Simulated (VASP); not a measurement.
# TiSi16 (a cell with a defect) in VASP: relaxation of the atoms with PBEsol

Aim: the relaxation of the atoms of TiSi16 (a cell with a defect) with PBEsol.

All numbers are computed with VASP 6.6.1; they aren't measurements. Logs are shortened: lines on timing, memory, paths and dates and some standing lists are left out, and cuts for length are marked.

## 1. The cell of the first run

The cell holds a defect, 17 atoms: a = 7.679 Å, b = 7.679 Å, c = 7.679 Å, α = 60.00°, β = 60.00°, γ = 60.00°.

## 2. Relaxation of the atoms, PBEsol

INCAR

```
SYSTEM = TiSi16
ALGO = Normal
EDIFF = 1E-6
EDIFFG = -0.03
ENCUT = 520
GGA = PS
IBRION = 2
ISIF = 2
ISMEAR = -1
LASPH = .TRUE.
LCHARG = .FALSE.
LREAL = Auto
LWAVE = .FALSE.
NELM = 100
NSW = 80
PREC = Accurate
SIGMA = 0.05
```

KPOINTS

```
k-points
0
G
  2 2 2
  0 0 0
```

POSCAR

```
TiSi16
1.0
    0.0000000000      5.4300000000      5.4300000000
    5.4300000000      0.0000000000      5.4300000000
    5.4300000000      5.4300000000      0.0000000000
Si Ti
16 1
Direct
    0.0000000000      0.0000000000      0.0000000000
    0.1250000000      0.1250000000      0.1250000000
    0.0000000000      0.0000000000      0.5000000000
    0.1250000000      0.1250000000      0.6250000000
    0.0000000000      0.5000000000      0.0000000000
    0.1250000000      0.6250000000      0.1250000000
    0.0000000000      0.5000000000      0.5000000000
    0.1250000000      0.6250000000      0.6250000000
    0.5000000000      0.0000000000      0.0000000000
    0.6250000000      0.1250000000      0.1250000000
    0.5000000000      0.0000000000      0.5000000000
    0.6250000000      0.1250000000      0.6250000000
    0.5000000000      0.5000000000      0.0000000000
    0.6250000000      0.6250000000      0.1250000000
    0.5000000000      0.5000000000      0.5000000000
    0.6250000000      0.6250000000      0.6250000000
    0.8223726300      0.8124523000      0.3138652200
```

Potentials or basis: VASP PAW PBE potentials, release 64 (Si, Ti_sv).

Run with:

```bash
cat potpaw_PBE.64/Si/POTCAR potpaw_PBE.64/Ti_sv/POTCAR > POTCAR
mpirun -np 1 vasp_std > vasp.out
```

OUTCAR:

```text
SYSTEM = TiSi16
   EDIFF = 1E-6
   EDIFFG = -0.03
   ENCUT = 520
   GGA = PS
   IBRION = 2
   ISIF = 2
   ISMEAR = -1
   LASPH = .TRUE.
   LREAL = Auto
   NELM = 100
   NSW = 80
   PREC = Accurate

 ion  position               nearest neighbor table
   1  0.000  0.000  0.000-  17 2.22   4 2.35   6 2.35  10 2.35   2 2.35
   2  0.125  0.125  0.125-   1 2.35   3 2.35   5 2.35   9 2.35
   3  0.000  0.000  0.500-   2 2.35   4 2.35   8 2.35  12 2.35
   4  0.125  0.125  0.625-   1 2.35   3 2.35   7 2.35  11 2.35
   5  0.000  0.500  0.000-   2 2.35   6 2.35   8 2.35  14 2.35
   6  0.125  0.625  0.125-  17 2.22   5 2.35   7 2.35  13 2.35   1 2.35
   7  0.000  0.500  0.500-  17 2.22   6 2.35   8 2.35  16 2.35   4 2.35
   8  0.125  0.625  0.625-   3 2.35   5 2.35   7 2.35  15 2.35
   9  0.500  0.000  0.000-   2 2.35  10 2.35  12 2.35  14 2.35
  10  0.625  0.125  0.125-  17 2.29   9 2.35  11 2.35  13 2.35   1 2.35
  11  0.500  0.000  0.500-  17 2.28  10 2.35  12 2.35  16 2.35   4 2.35
  12  0.625  0.125  0.625-   3 2.35   9 2.35  11 2.35  15 2.35
  13  0.500  0.500  0.000-   6 2.35  10 2.35  14 2.35  16 2.35
  14  0.625  0.625  0.125-   5 2.35   9 2.35  13 2.35  15 2.35
  15  0.500  0.500  0.500-   8 2.35  12 2.35  14 2.35  16 2.35
  16  0.625  0.625  0.625-  17 2.28  11 2.35  13 2.35  15 2.35   7 2.35
  17  0.822  0.812  0.314-   7 2.22   6 2.22   1 2.22  16 2.28  11 2.28  10 2.29

  LATTYP: Found a face centered cubic cell.
 ALAT       =    10.8600000000

  Lattice vectors:

 A1 = (   0.0000000000,   5.4300000000,   5.4300000000)
 A2 = (   5.4300000000,   0.0000000000,   5.4300000000)
 A3 = (   5.4300000000,   5.4300000000,   0.0000000000)

Analysis of symmetry for initial positions (statically):
=====================================================================
 Subroutine PRICEL returns:
 Original cell was already a primitive cell.

 Routine SETGRP: Setting up the symmetry group for a
 face centered cubic supercell.

 Subroutine GETGRP returns: Found  1 space group operations
 (whereof  1 operations were pure point group operations)
 out of a pool of 48 trial point group operations.

The static configuration has the point symmetry C_1 .

Analysis of symmetry for dynamics (positions and initial velocities):
=====================================================================
 Subroutine PRICEL returns:
 Original cell was already a primitive cell.

 Routine SETGRP: Setting up the symmetry group for a
 face centered cubic supercell.

 Subroutine GETGRP returns: Found  1 space group operations
 (whereof  1 operations were pure point group operations)
 out of a pool of 48 trial point group operations.

The dynamic configuration has the point symmetry C_1 .

 Subroutine INISYM returns: Found  1 space group operations
 (whereof  1 operations are pure point group operations),
 and found     1 'primitive' translations

----------------------------------------------------------------------------------------

                                     Primitive cell

  volume of cell :     320.2060

  direct lattice vectors                    reciprocal lattice vectors
     0.000000000  5.430000000  5.430000000    -0.092081031  0.092081031  0.092081031
     5.430000000  0.000000000  5.430000000     0.092081031 -0.092081031  0.092081031
     5.430000000  5.430000000  0.000000000     0.092081031  0.092081031 -0.092081031

  length of vectors
     7.679179644  7.679179644  7.679179644     0.159489025  0.159489025  0.159489025

  position of ions in fractional coordinates (direct lattice)
     0.000000000  0.000000000  0.000000000
     0.125000000  0.125000000  0.125000000
     0.000000000  0.000000000  0.500000000
     0.125000000  0.125000000  0.625000000
     0.000000000  0.500000000  0.000000000
     0.125000000  0.625000000  0.125000000
[... 9 lines left out ...]
     0.625000000  0.625000000  0.625000000
     0.822372630  0.812452300  0.313865220

  ion indices of the primitive-cell ions
   primitive index   ion index
                 1           1
                 2           2
                 3           3
                 4           4
                 5           5
                 6           6
[... 9 lines left out ...]
                16          16
                17          17

----------------------------------------------------------------------------------------

 KPOINTS: k-points

Automatic generation of k-mesh.
 Grid dimensions read from file:
 generate k-points for:    2    2    2

 Generating k-lattice:

  Cartesian coordinates                     Fractional coordinates (reciprocal lattice)
    -0.046040516  0.046040516  0.046040516     0.500000000  0.000000000  0.000000000
     0.046040516 -0.046040516  0.046040516     0.000000000  0.500000000  0.000000000
     0.046040516  0.046040516 -0.046040516     0.000000000  0.000000000  0.500000000

  Length of vectors
     0.079744512  0.079744512  0.079744512

  Shift w.r.t. Gamma in fractional coordinates (k-lattice)
     0.000000000  0.000000000  0.000000000

 Subroutine IBZKPT returns following result:
 ===========================================

 Found      8 irreducible k-points:

 Following reciprocal coordinates:
            Coordinates               Weight
  0.000000  0.000000  0.000000      1.000000
  0.500000  0.000000  0.000000      1.000000
  0.000000  0.500000  0.000000      1.000000
  0.000000  0.000000  0.500000      1.000000
  0.500000  0.500000  0.500000      1.000000
  0.500000  0.500000  0.000000      1.000000
  0.000000  0.500000  0.500000      1.000000
  0.500000  0.000000  0.500000      1.000000
   k-points           NKPTS =      8   k-points in BZ     NKDIM =      8   number of bands    NBANDS=     47
   number of dos      NEDOS =    301   number of ions     NIONS =     17
   total plane-waves  NPLWV = 216000
   dimension x,y,z NGX =    60 NGY =   60 NGZ =   60
   dimension x,y,z NGXF=   120 NGYF=  120 NGZF=  120
   ions per type =              16   1
   NGX,Y,Z   is equivalent  to a cutoff of  12.99, 12.99, 12.99 a.u.
   NGXF,Y,Z  is equivalent  to a cutoff of  25.98, 25.98, 25.98 a.u.
 SYSTEM =  TiSi16
   PREC   = accura    normal or accurate (medium, high low for compatibility)
   ISTART =      0    job   : 0-new  1-cont  2-samecut
   ICHARG =      2    charge: 1-file 2-atom 10-const
   ISPIN  =      1    spin polarized calculation?
   LNONCOLLINEAR =      F non collinear calculations
   LSORBIT =      F    spin-orbit coupling
   LASPH  =      T    aspherical Exc in radial PAW
   ENCUT  =  520.0 eV  38.22 Ry    6.18 a.u.  14.28 14.28 14.28*2*pi/ulx,y,z
   NELM   =    100;   NELMIN=  2; NELMDL= -5     # of ELM steps
   EDIFF  = 0.1E-05   stopping-criterion for ELM
   LREAL  =      T    real-space projection
   EDIFFG = -.3E-01   stopping-criterion for IOM
   NSW    =     80    number of steps for IOM
   IBRION =      2    ionic relax: 0-MD 1-quasi-New 2-CG
   NFREE  =      1    steps in history (QN), initial steepest desc. (CG)
   ISIF   =      2    stress and relaxation
   ISYM   =      2    0-nonsym 1-usesym 2-fastsym
   POTIM  = 0.5000    time-step for ionic-motion
   TEBEG  =    0.0;   TEEND  =   0.0 temperature during run
   PSTRESS=    0.0 pullay stress
   NELECT =      76.0000    total number of electrons
   NUPDOWN=      -1.0000    fix difference up-down
   EMIN   =  10.00;   EMAX   =-10.00  energy-range for DOS
   EFERMI =   0.00;   METHOD = LEGACY
   ISMEAR =    -1;   SIGMA  =   0.05  broadening in eV -4-tet -1-fermi 0-gaus
   EFERMI_NEDOS =   21; number of points for ismear=-14 and -15
   IALGO  =     38    algorithm
   IMIX   =      4    mixing-type and parameters
     AMIX     =   0.40;   BMIX     =  1.00
     AMIX_MAG =   1.60;   BMIX_MAG =  1.00
  volume/ion in A,a.u.               =      18.84       127.11
  Fermi-wavevector in a.u.,A,eV,Ry     =   1.013607  1.915439 13.978610  1.027399
  Thomas-Fermi vector in A             =   2.146786
   LORBIT       =      0    0 simple, 1 ext, 2 COOP (PROOUT), +10 PAW based schemes
   GGA     = PS    functional components
   LHFCALC =     F    Hartree Fock is set to
   AEXX    =    0.0000 exact exchange contribution
   IVDW    =     0    specifies the selected vdW correction
   LEPSILON=     F    determine dielectric tensor
   LRPA    =     F    only Hartree local field effects (RPA)
 conjugate gradient relaxation of ions
 non-spin polarized calculation
  energy-cutoff  :      520.00
  volume of cell :      320.21
 maximum number of plane-waves:      8646
 NGX is ok and might be reduce to    60
   NGX = 29   NGY = 29   NGZ = 29

--------------------------------------- Ionic step        1  -------------------------------------------

 number of electron      76.0000005 magnetization

 Free energy of the ion-electron system (eV)
  ---------------------------------------------------
  ext. energy  EPLUGINS =         0.00000000
  ---------------------------------------------------
  free energy    TOTEN  =       -95.14233161 eV

  energy without entropy =      -95.06422634  energy(sigma->0) =      -95.10327897

------------------------ aborting loop because EDIFF is reached ----------------------------------------

  FORCE on cell =-STRESS in cart. coord.  units (eV):
  Direction    XX          YY          ZZ          XY          YZ          ZX
  --------------------------------------------------------------------------------------
  -------------------------------------------------------------------------------------
  Total       14.1667165     14.1343855     14.1312547     -3.5096145     -3.6974206     -3.4948247
  in kB       70.8843402     70.7225694     70.7069039    -17.5606471    -18.5003507    -17.4866452
  external PRESSURE =      70.7712712 kB  Pullay stress =       0.0000000 kB
[... 134 lines left out ...]
  FREE ENERGIE OF THE ION-ELECTRON SYSTEM (eV)
  ---------------------------------------------------
  free  energy   TOTEN  =       -96.3565487904 eV

  energy  without entropy=      -96.2796695466  energy(sigma->0) =      -96.31810917

[... ionic steps 4 to 46 ...]

--------------------------------------- Ionic step       47  -------------------------------------------

 number of electron      76.0000003 magnetization

------------------------ aborting loop because EDIFF is reached ----------------------------------------

  FORCE on cell =-STRESS in cart. coord.  units (eV):
  Direction    XX          YY          ZZ          XY          YZ          ZX
  --------------------------------------------------------------------------------------
  -------------------------------------------------------------------------------------
  Total        4.1572975      4.1644823      4.1639677     -0.1196825     -0.1404284     -0.1160206
  in kB       20.8013827     20.8373325     20.8347575     -0.5988414     -0.7026452     -0.5805188
  external PRESSURE =      20.8244909 kB  Pullay stress =       0.0000000 kB
[... 87 lines left out ...]
  energy  without entropy=      -98.2784035158  energy(sigma->0) =      -98.32530016

--------------------------------------- Ionic step       49  -------------------------------------------

 number of electron      76.0000003 magnetization

 Free energy of the ion-electron system (eV)
  ---------------------------------------------------
  ext. energy  EPLUGINS =         0.00000000
  ---------------------------------------------------
  free energy    TOTEN  =       -98.37262956 eV

  energy without entropy =      -98.27901747  energy(sigma->0) =      -98.32582351

 E-fermi :   6.8103     XC(G=0):  -9.8809

 val. band max:        6.7791386993   @ k =   0.5000   0.5000   0.0000
 cond. band min:       6.8445683150   @ k =   0.5000   0.5000   0.5000
 fundamental gap:      0.0654296158
 Fermi energy:         6.8103034930

 k-point     1 :       0.0000    0.0000    0.0000
  band No.  band energies     occupation
      1     -49.7109      2.00000
      2     -26.1901      2.00000
      3     -26.1895      2.00000
      4     -26.1893      2.00000
      5      -5.7878      2.00000
      6      -3.5575      2.00000
[... 433 lines left out ...]
  FREE ENERGIE OF THE ION-ELECTRON SYSTEM (eV)
  ---------------------------------------------------
  free  energy   TOTEN  =       -98.3726295613 eV

  energy  without entropy=      -98.2790174677  energy(sigma->0) =      -98.32582351

 reached required accuracy - stopping structural energy minimisation
```

Run time: 67 min. Hardware: 1 thread of Intel Xeon Platinum 8488C (Sapphire Rapids), shared host; peak memory 0.56 GiB.

Results:

```yaml
Free_energy: -98.3726 eV
Energy_gained_by_relaxing: 190.0 meV/atom
Ionic_steps: 49
Pressure_after_relaxing: 2.1 GPa
Largest_force_after_relaxing: 0.029 eV/Å
Band_gap_on_the_k_mesh: zero (bands 38 and 39 overlap by 0.40 eV)
```

Forces on the atoms (eV/Å):
```
Si   0.006  0.007 -0.002
Si  -0.008 -0.010  0.010
Si  -0.001 -0.001  0.000
Si  -0.007  0.006  0.006
Si   0.017 -0.005 -0.005
Si   0.010  0.000  0.000
Si   0.007 -0.002  0.007
Si  -0.008  0.009 -0.010
Si  -0.010  0.017 -0.006
Si  -0.001  0.012  0.001
Si   0.010 -0.006 -0.006
Si   0.015 -0.007 -0.007
Si  -0.016 -0.017 -0.017
Si  -0.011 -0.018 -0.017
Si  -0.009 -0.005  0.017
Si  -0.001  0.001  0.012
Ti   0.007  0.019  0.018
```

The path:
```tsv
step	energy change (eV)	largest force (eV/Å)	pressure (GPa)
1	0.0000	3.6069	7.08
3	-1.2142	0.9936	5.38
5	-1.2947	0.5981	5.19
7	-1.3415	0.4175	5.00
9	-1.4027	0.9186	4.57
11	-1.4529	1.1312	4.38
13	-1.7653	1.7836	3.47
15	-1.9063	1.4262	2.90
17	-1.9561	1.8683	2.48
19	-2.0356	2.1317	2.20
21	-2.3483	1.3005	1.65
23	-2.6359	1.1530	1.48
25	-2.7736	1.1746	1.43
27	-2.9035	0.5493	1.63
29	-3.0091	0.8370	1.77
31	-3.1001	0.4980	1.79
33	-3.1366	0.3354	1.73
35	-3.1630	0.3252	1.85
37	-3.1883	0.4590	1.99
39	-3.2077	0.2256	2.03
41	-3.2096	0.2025	2.04
43	-3.2230	0.1543	2.05
45	-3.2281	0.1211	2.07
47	-3.2299	0.0570	2.08
49	-3.2303	0.0290	2.07
```

Final structure:
```
CELL_PARAMETERS angstrom
0.00000 5.43000 5.43000
5.43000 0.00000 5.43000
5.43000 5.43000 0.00000
ATOMIC_POSITIONS crystal
Si 0.00034 0.99981 0.98436
Si 0.12468 0.12397 0.11791
Si 0.00015 0.99964 0.49972
Si 0.12124 0.12081 0.62086
Si 0.99411 0.49727 0.99735
Si 0.12686 0.61763 0.11770
Si 0.00034 0.48429 0.49989
Si 0.12467 0.61783 0.62406
Si 0.49794 0.99331 0.99746
Si 0.61813 0.12628 0.11769
Si 0.48489 0.99980 0.49987
Si 0.61835 0.12404 0.62414
Si 0.49987 0.49928 0.99936
Si 0.62359 0.62270 0.12283
Si 0.49792 0.49735 0.49342
Si 0.61813 0.61762 0.62636
Ti 0.87119 0.87082 0.37088
```

Levels at points of the mesh, in eV from the Fermi level:
| k point | band 35 | band 36 | band 37 | band 38 | band 39 | band 40 |
| --- | --- | --- | --- | --- | --- | --- |
| (0.00, 0.00, 0.00) | -0.93 | -0.93 | -0.37 | -0.37 | -0.35 | -0.12 |
| (0.50, 0.00, 0.00) | -1.29 | -1.28 | -0.26 | 0.05 | 0.06 | 0.45 |
| (0.00, 0.50, 0.00) | -1.29 | -1.28 | -0.26 | 0.05 | 0.06 | 0.45 |
| (0.00, 0.00, 0.50) | -1.29 | -1.28 | -0.26 | 0.05 | 0.06 | 0.45 |
| (0.50, 0.50, 0.50) | -1.29 | -1.29 | -0.26 | 0.03 | 0.03 | 0.45 |
| (0.50, 0.50, 0.00) | -1.92 | -1.81 | -0.70 | -0.03 | 0.60 | 0.60 |
| (0.00, 0.50, 0.50) | -1.93 | -1.81 | -0.70 | -0.03 | 0.60 | 0.60 |
| (0.50, 0.00, 0.50) | -1.92 | -1.81 | -0.70 | -0.03 | 0.60 | 0.60 |

Caveat: the k points lie up to 0.50 Å⁻¹ apart; the PAW data sets were made with another functional, which shifts forces and pressure a little.

The gap in the log of VASP goes by the Fermi energy; the results here count the filled bands.